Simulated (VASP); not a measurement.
# Pb8N in VASP: further runs

Pb8N is run at these levels: PBE; tasks: relaxation of the atoms.

All numbers are computed with VASP 6.6.1; they aren't measurements. Logs are shortened: lines on timing, memory, paths and dates and some standing lists are left out, and cuts for length are marked.

### 1 The cell of the first run

The cell holds a slab with vacuum, 9 atoms: a = 7.130 Å, b = 7.130 Å, c = 18.123 Å, α = 90.00°, β = 90.00°, γ = 120.00°.

### 2 Relaxation of the atoms, PBE

INCAR

```
SYSTEM = Pb8N
PREC = Accurate ; ENCUT = 520
EDIFF = 1E-7 ; ISMEAR = 0
SIGMA = 0.1 ; LREAL = .FALSE.
LASPH = .TRUE. ; NELM = 120
ALGO = Normal ; ISIF = 2
LWAVE = .FALSE. ; LCHARG = .FALSE.
LDIPOL = .TRUE. ; IDIPOL = 3
DIPOL = 0.5 0.5 0.314 ; GGA = PE
IBRION = 2 ; NSW = 36
EDIFFG = -0.025 ; GGA_COMPAT = .FALSE.
NELMIN = 4 ; NELMDL = -8
KPAR = 4
```

KPOINTS

```
Automatic mesh
0
G
  6 6 1
  0 0 0
```

POSCAR

```
Pb8N
1.0
    7.1295023335      0.0000000000      0.0000000000
   -3.5647511668      6.1743301372      0.0000000000
    0.0000000000      0.0000000000     18.1234889141
Pb N
8 1
Selective dynamics
Direct
    0.3333333333      0.1666666667      0.2207080557  F F F
    0.3333333333      0.6666666667      0.2207080557  F F F
    0.8333333333      0.1666666667      0.2207080557  F F F
    0.8333333333      0.6666666667      0.2207080557  F F F
    0.1666666667      0.3333333333      0.3654643400  F F F
    0.1666666667      0.8333333333      0.3654643400  F F F
    0.6666666667      0.3333333333      0.3654643400  F F F
    0.6666666667      0.8333333333      0.3654643400  F F F
    0.1666666667      0.3333333333      0.4857502303  F F T
```

Potentials or basis: VASP PAW PBE potentials, release 64 (Pb_d, N).

Run with:

```bash
> cat potpaw_PBE.64/Pb_d/POTCAR potpaw_PBE.64/N/POTCAR > POTCAR
> mpirun -np 4 vasp_std > vasp.out
```

OUTCAR:

```text
SYSTEM = Pb8N
   PREC = Accurate
   ENCUT = 520
   EDIFF = 1E-7
   ISMEAR = 0
   LREAL = .FALSE.
   LASPH = .TRUE.
   NELM = 120
   ISIF = 2
   GGA = PE
   IBRION = 2
   NSW = 36
   EDIFFG = -0.025
   NELMIN = 4
   NELMDL = -8

 ion  position               nearest neighbor table
   1  0.333  0.167  0.221-   5 3.33   7 3.33   6 3.33   3 3.56   3 3.56   4 3.56   4 3.56   2 3.56
                             2 3.56
   2  0.333  0.667  0.221-   6 3.33   8 3.33   5 3.33   4 3.56   4 3.56   3 3.56   3 3.56   1 3.56
                             1 3.56
   3  0.833  0.167  0.221-   7 3.33   5 3.33   8 3.33   1 3.56   1 3.56   2 3.56   2 3.56   4 3.56
                             4 3.56
   4  0.833  0.667  0.221-   8 3.33   6 3.33   7 3.33   2 3.56   2 3.56   1 3.56   1 3.56   3 3.56
                             3 3.56
   5  0.167  0.333  0.365-   9 2.18   1 3.33   3 3.33   2 3.33   7 3.56   7 3.56   8 3.56   8 3.56
                             6 3.56   6 3.56
   6  0.167  0.833  0.365-   2 3.33   4 3.33   1 3.33   8 3.56   8 3.56   7 3.56   7 3.56   5 3.56
                             5 3.56
   7  0.667  0.333  0.365-   3 3.33   1 3.33   4 3.33   5 3.56   5 3.56   6 3.56   6 3.56   8 3.56
                             8 3.56
   8  0.667  0.833  0.365-   4 3.33   2 3.33   3 3.33   6 3.56   6 3.56   5 3.56   5 3.56   7 3.56
                             7 3.56
   9  0.167  0.333  0.486-   5 2.18

  LATTYP: Found a hexagonal cell.
 ALAT       =     7.1295023335
 C/A-ratio  =     2.5420412346

  Lattice vectors:

 A1 = (   7.1295023335,   0.0000000000,   0.0000000000)
 A2 = (  -3.5647511668,   6.1743301372,   0.0000000000)
 A3 = (   0.0000000000,   0.0000000000,  18.1234889141)

Analysis of symmetry for initial positions (statically):
=====================================================================
 Subroutine PRICEL returns:
 Original cell was already a primitive cell.

 Routine SETGRP: Setting up the symmetry group for a
 hexagonal supercell.

 Subroutine GETGRP returns: Found  6 space group operations
 (whereof  2 operations were pure point group operations)
 out of a pool of 24 trial point group operations.

The static configuration has the point symmetry C_1h.
 The point group associated with its full space group is C_3v.

Analysis of symmetry for dynamics (positions and initial velocities):
=====================================================================
 Subroutine PRICEL returns:
 Original cell was already a primitive cell.

 Routine SETGRP: Setting up the symmetry group for a
 hexagonal supercell.

 Subroutine GETGRP returns: Found  6 space group operations
 (whereof  2 operations were pure point group operations)
 out of a pool of 24 trial point group operations.

The dynamic configuration has the point symmetry C_1h.
 The point group associated with its full space group is C_3v.

Analysis of constrained symmetry for selective dynamics:
=====================================================================
 Subroutine PRICEL returns:
 Original cell was already a primitive cell.

 Routine SETGRP: Setting up the symmetry group for a
 hexagonal supercell.

 Subroutine GETGRP returns: Found  6 space group operations
 (whereof  2 operations were pure point group operations)
 out of a pool of 24 trial point group operations.

The constrained configuration has the point symmetry C_1h.
 The point group associated with its full space group is C_3v.

 Subroutine INISYM returns: Found  6 space group operations
 (whereof  2 operations are pure point group operations),
 and found     1 'primitive' translations

----------------------------------------------------------------------------------------

                                     Primitive cell

  volume of cell :     797.7942

  direct lattice vectors                    reciprocal lattice vectors
     7.129502333  0.000000000  0.000000000     0.140262245  0.080980445  0.000000000
    -3.564751167  6.174330137  0.000000000     0.000000000  0.161960889  0.000000000
     0.000000000  0.000000000 18.123488914     0.000000000  0.000000000  0.055177014

[... 28 lines left out ...]
 KPOINTS: Automatic mesh

Automatic generation of k-mesh.
 Grid dimensions read from file:
 generate k-points for:    6    6    1

 Generating k-lattice:

  Cartesian coordinates                     Fractional coordinates (reciprocal lattice)
     0.023377041  0.013496741  0.000000000     0.166666667  0.000000000  0.000000000
     0.000000000  0.026993482  0.000000000     0.000000000  0.166666667  0.000000000
     0.000000000  0.000000000  0.055177014     0.000000000  0.000000000  1.000000000

  Length of vectors
     0.026993482  0.026993482  0.055177014

  Shift w.r.t. Gamma in fractional coordinates (k-lattice)
     0.000000000  0.000000000  0.000000000

 Subroutine IBZKPT returns following result:
 ===========================================

 Found      7 irreducible k-points:

 Following reciprocal coordinates:
            Coordinates               Weight
  0.000000  0.000000  0.000000      1.000000
  0.166667  0.000000  0.000000      6.000000
  0.333333 -0.000000  0.000000      6.000000
  0.500000  0.000000  0.000000      3.000000
  0.166667  0.166667  0.000000      6.000000
  0.333333  0.166667  0.000000     12.000000
  0.333333  0.333333  0.000000      2.000000
   k-points           NKPTS =      7   k-points in BZ     NKDIM =      7   number of bands    NBANDS=     70
   number of dos      NEDOS =    301   number of ions     NIONS =      9
   total plane-waves  NPLWV = 408240
   dimension x,y,z NGX =    54 NGY =   54 NGZ =  140
   dimension x,y,z NGXF=   108 NGYF=  108 NGZF=  280
   ions per type =               8   1
   NGX,Y,Z   is equivalent  to a cutoff of  12.59, 12.59, 12.84 a.u.
   NGXF,Y,Z  is equivalent  to a cutoff of  25.18, 25.18, 25.68 a.u.
 SYSTEM =  Pb8N
   PREC   = accura    normal or accurate (medium, high low for compatibility)
   ISTART =      0    job   : 0-new  1-cont  2-samecut
   ICHARG =      2    charge: 1-file 2-atom 10-const
   ISPIN  =      1    spin polarized calculation?
   LNONCOLLINEAR =      F non collinear calculations
   LSORBIT =      F    spin-orbit coupling
   LASPH  =      T    aspherical Exc in radial PAW
   ENCUT  =  520.0 eV  38.22 Ry    6.18 a.u.  13.26 13.26 33.70*2*pi/ulx,y,z
   NELM   =    120;   NELMIN=  4; NELMDL= -8     # of ELM steps
   EDIFF  = 0.1E-06   stopping-criterion for ELM
   LREAL  =      F    real-space projection
   EDIFFG = -.3E-01   stopping-criterion for IOM
   NSW    =     36    number of steps for IOM
   IBRION =      2    ionic relax: 0-MD 1-quasi-New 2-CG
   NFREE  =      1    steps in history (QN), initial steepest desc. (CG)
   ISIF   =      2    stress and relaxation
   ISYM   =      2    0-nonsym 1-usesym 2-fastsym
   POTIM  = 0.5000    time-step for ionic-motion
   TEBEG  =    0.0;   TEEND  =   0.0 temperature during run
   PSTRESS=    0.0 pullay stress
   NELECT =     117.0000    total number of electrons
   NUPDOWN=      -1.0000    fix difference up-down
   EMIN   =  10.00;   EMAX   =-10.00  energy-range for DOS
   EFERMI =   0.00;   METHOD = LEGACY
   ISMEAR =     0;   SIGMA  =   0.10  broadening in eV -4-tet -1-fermi 0-gaus
   EFERMI_NEDOS =   21; number of points for ismear=-14 and -15
   IALGO  =     38    algorithm
   IMIX   =      4    mixing-type and parameters
     AMIX     =   0.40;   BMIX     =  1.00
     AMIX_MAG =   1.60;   BMIX_MAG =  1.00
  volume/ion in A,a.u.               =      88.64       598.20
  Fermi-wavevector in a.u.,A,eV,Ry     =   0.863323  1.631443 10.140777  0.745326
  Thomas-Fermi vector in A             =   1.981255
   LORBIT       =      0    0 simple, 1 ext, 2 COOP (PROOUT), +10 PAW based schemes
   GGA     = PE    functional components
   LHFCALC =     F    Hartree Fock is set to
   AEXX    =    0.0000 exact exchange contribution
   IVDW    =     0    specifies the selected vdW correction
   LEPSILON=     F    determine dielectric tensor
   LRPA    =     F    only Hartree local field effects (RPA)
 conjugate gradient relaxation of ions
 non-spin polarized calculation
 Gauss-broadening in eV      SIGMA  =   0.10
  energy-cutoff  :      520.00
  volume of cell :      797.79
 maximum number of plane-waves:     21505
 NGX is ok and might be reduce to    54
   NGX = 27   NGY = 27   NGZ = 67

--------------------------------------- Ionic step        1  -------------------------------------------

 number of electron     117.0000035 magnetization

 Free energy of the ion-electron system (eV)
  ---------------------------------------------------
  ext. energy  EPLUGINS =         0.00000000
  ---------------------------------------------------
  free energy    TOTEN  =       -30.93356246 eV

  energy without entropy =      -30.88281734  energy(sigma->0) =      -30.90818990

------------------------ aborting loop because EDIFF is reached ----------------------------------------

  FORCE on cell =-STRESS in cart. coord.  units (eV):
  Direction    XX          YY          ZZ          XY          YZ          ZX
  --------------------------------------------------------------------------------------
  -------------------------------------------------------------------------------------
  Total       -1.4941065     -1.4941065     -1.3972958      0.0000000     -0.0000000     -0.0000000
  in kB       -3.0005527     -3.0005527     -2.8061319      0.0000000     -0.0000000     -0.0000000
  external PRESSURE =      -2.9357458 kB  Pullay stress =       0.0000000 kB
[... 116 lines left out ...]
--------------------------------------- Ionic step        4  -------------------------------------------

 number of electron     117.0000035 magnetization

 dipolmoment           0.000000      0.000000      0.447925 electrons x Angstroem

 Free energy of the ion-electron system (eV)
  ---------------------------------------------------
  ext. energy  EPLUGINS =         0.00000000
  ---------------------------------------------------
  free energy    TOTEN  =       -31.10211199 eV

  energy without entropy =      -31.06779274  energy(sigma->0) =      -31.08495237

 E-fermi :  -1.0773     XC(G=0):  -4.0304

 val. band max:       -1.0883766424   @ k =   0.5000   0.0000   0.0000
 cond. band min:      -1.0451678827   @ k =   0.5000   0.0000   0.0000
 fundamental gap:      0.0432087597
 Fermi energy:        -1.0772505589

 k-point     1 :       0.0000    0.0000    0.0000
  band No.  band energies     occupation
      1     -18.2340      2.00000
      2     -18.1465      2.00000
      3     -18.1465      2.00000
      4     -18.1110      2.00000
      5     -18.0824      2.00000
      6     -18.0702      2.00000
[... 500 lines left out ...]
     69       2.0759      0.00000
     70       2.0866      0.00000

------------------------ aborting loop because EDIFF is reached ----------------------------------------

 vacuum level on the upper side and lower side of the slab       (xc-potential included)         0.817        -1.002

  FORCE on cell =-STRESS in cart. coord.  units (eV):
  Direction    XX          YY          ZZ          XY          YZ          ZX
  --------------------------------------------------------------------------------------
  -------------------------------------------------------------------------------------
  Total       -1.3497483     -1.3497483      2.3750429      0.0000000      0.0000000     -0.0000000
  in kB       -2.7106440     -2.7106440      4.7697012      0.0000000      0.0000000     -0.0000000
  external PRESSURE =      -0.2171956 kB  Pullay stress =       0.0000000 kB
[... 24 lines left out ...]
  FREE ENERGIE OF THE ION-ELECTRON SYSTEM (eV)
  ---------------------------------------------------
  free  energy   TOTEN  =       -31.1021119947 eV

  energy  without entropy=      -31.0677927364  energy(sigma->0) =      -31.08495237

 reached required accuracy - stopping structural energy minimisation

 vacuum level on the upper side and lower side of the slab         4.619         2.723
```

Wall time 12 min (4 MPI ranks of AMD EPYC 9R45 (Zen 5), shared host); peak memory 1.1 GiB.

Results:

```
Free energy               : -31.1021 eV
Energy gained by relaxing : 18.7 meV/atom
Ionic steps               : 4
Band gap on the k mesh    : zero (an odd number of electrons rules out a gap without spin polarisation)
```

The path:
```csv
step,energy change (eV),largest force on free atoms (eV/Å),pressure (GPa)
1,0.0000,1.8124,-0.29
2,-0.1275,1.0357,-0.17
3,-0.1684,0.0619,-0.01
4,-0.1685,0.0128,-0.02
```

Final structure:
```yaml
crystal:
  lattice:
    - [7.12950, 0.00000, 0.00000]
    - [-3.56475, 6.17433, 0.00000]
    - [0.00000, 0.00000, 18.12349]
  atoms:
    - { symbol: Pb, position: [0.33333, 0.16667, 0.22071] }
    - { symbol: Pb, position: [0.33333, 0.66667, 0.22071] }
    - { symbol: Pb, position: [0.83333, 0.16667, 0.22071] }
    - { symbol: Pb, position: [0.83333, 0.66667, 0.22071] }
    - { symbol: Pb, position: [0.16667, 0.33333, 0.36546] }
    - { symbol: Pb, position: [0.16667, 0.83333, 0.36546] }
    - { symbol: Pb, position: [0.66667, 0.33333, 0.36546] }
    - { symbol: Pb, position: [0.66667, 0.83333, 0.36546] }
    - { symbol: N, position: [0.16667, 0.33333, 0.47686] }
```

Levels at points of the mesh, in eV from the Fermi level:
```csv
k point,band 55,band 56,band 57,band 58,band 59,band 60,band 61,band 62,band 63,band 64
"(0.00, 0.00, 0.00)",-2.22,-2.10,-0.16,-0.09,-0.09,1.51,1.51,1.87,2.28,2.45
"(0.50, 0.00, 0.00)",-1.21,-0.81,-0.31,-0.13,-0.01,0.03,0.28,1.23,1.57,1.62
```

Caveat: spin-orbit coupling is left out, which moves the levels of the heavy elements.

(Continued in part 2 of 2.)
